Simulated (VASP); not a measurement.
Write the native input for VASP 6.6.1 that does the following.

```yaml
Task: single point
Functional: PBE
Potentials_or_basis: VASP PAW PBE potentials, release 64 (Rb_sv)
Cutoff: 500 eV
k_mesh: 8 × 8 × 3
Occupations: fermi-dirac, width 0.1 eV
Spin: no spin polarisation
Dipole_correction: no
Further_INCAR_settings: ALGO = Normal; EDIFF = 1e-06; NBANDS = 26
```

The structure of Rb lies in POSCAR:

```
Rb
1.0
    5.1679694674      0.0000000000      0.0000000000
   -2.5839847337      4.4755928447      0.0000000000
    0.0000000000      0.0000000000     17.0497822794
Rb
4
Direct
    1.0000000000      1.0000000000      0.0000000000
    0.0000000000      1.0000000000      0.5000000000
    0.3333333333      0.6666666667      0.2500000000
    0.6666666667      0.3333333333      0.7500000000
```

This isn't the form of Rb at room conditions, which is bcc.

One way to write it, as run:

INCAR

```
SYSTEM = Rb
PREC     = Accurate       ! precision mode
ENCUT    = 500            ! plane-wave cutoff, eV
EDIFF    = 1E-6           ! SCF threshold, eV
ISMEAR   = -1             ! smearing method
SIGMA    = 0.1            ! smearing width, eV
LREAL    = .FALSE.        ! projectors in reciprocal space
LASPH    = .TRUE.         ! aspherical terms in the spheres
NELM     = 120            ! most SCF steps
ALGO     = Normal         ! electronic algorithm
ISIF     = 2              ! what is computed and relaxed
LWAVE    = .FALSE.        ! write WAVECAR
LCHARG   = .TRUE.         ! write CHGCAR
GGA      = PE             ! functional
LELF     = .TRUE.         ! ELF
LVHAR    = .TRUE.       
NBANDS   = 26             ! bands
GGA_COMPAT= .FALSE.
```

KPOINTS

```
regular mesh
0
G
  8 8 3
  0 0 0
```

Potentials or basis: VASP PAW PBE potentials, release 64 (Rb_sv).

Run with:

```bash
$ cat potpaw_PBE.64/Rb_sv/POTCAR > POTCAR
$ mpirun -np 1 vasp_std > vasp.out
```

It gave:

- Pressure: -0.2 GPa
- Band gap on the k mesh: zero (bands 18 and 19 overlap by 1.82 eV)

Run time: 2.7 min on 1 thread of Intel(R) Xeon(R) Platinum 8488C (Sapphire Rapids), with other jobs on the host, peak memory 0.52 GiB.
